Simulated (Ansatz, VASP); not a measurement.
# TePb: VASP beside Ansatz

Contents of INCAR:

```
  PREC = Accurate
  ENCUT = 520
  EDIFF = 1E-6
  ISMEAR = 0
  SIGMA = 0.01
  LREAL = F
  LASPH = T
  NELM = 100
  ALGO = Normal
  ISIF = 2
  LWAVE = F
  LCHARG = F
  GGA = PE
  NBANDS = 17
```

Contents of KPOINTS:

```
Automatic mesh
0
Gamma
  2 2 2
```

Contents of POSCAR:

```
TePb
1.0
    0.0000000000      3.2310000000      3.2310000000
    3.2310000000      0.0000000000      3.2310000000
    3.2310000000      3.2310000000      0.0000000000
Te Pb
1 1
Direct
    0.5000000000      0.5000000000      0.5000000000
    0.0000000000      0.0000000000      0.0000000000
```

Input for Ansatz:

```yaml
crystal:
  lattice:
    - [0.0, 3.231, 3.231]
    - [3.231, 0.0, 3.231]
    - [3.231, 3.231, 0.0]
  atoms:
    - { symbol: Te, position: [0.5, 0.5, 0.5] }
    - { symbol: Pb, position: [0.0, 0.0, 0.0] }
kpoints:
  mp_grid:
    grid: [2, 2, 2]
hamiltonian:
  pseudopotentials:
    kind: paw
scf:
  convergence:
    dr2_threshold: 1.0e-09
  occupations:
    method: fixed
output:
  forces: true
  stress: true
```

Alike in both runs: task single point; functional PBE; k mesh 2 × 2 × 2; no spin polarisation.

|  | VASP | Ansatz |
| --- | --- | --- |
| version | VASP 6.6.1 | Ansatz 0.2.0 |
| potentials or method | VASP PAW PBE potentials, release 64 (Te, Pb_d) | plane waves, PAW |
| plane-wave cutoff (eV) | 520 | 420 |
| occupations | gaussian, width 0.01 eV | fixed |
| valence electrons in the cell | 20 | 30 |

```tsv
	VASP	Ansatz	Ansatz less VASP
pressure (GPa)	9.4	9.4	+0.02
```

VASP's potentials hold 20 valence electrons a cell and Ansatz's 30, so a difference there can come from the potentials and not from the codes. Ansatz's warnings: stress scf threshold loose.

The k mesh is coarse, so the values compare programs but aren't converged. Neither program's run includes spin-orbit coupling.
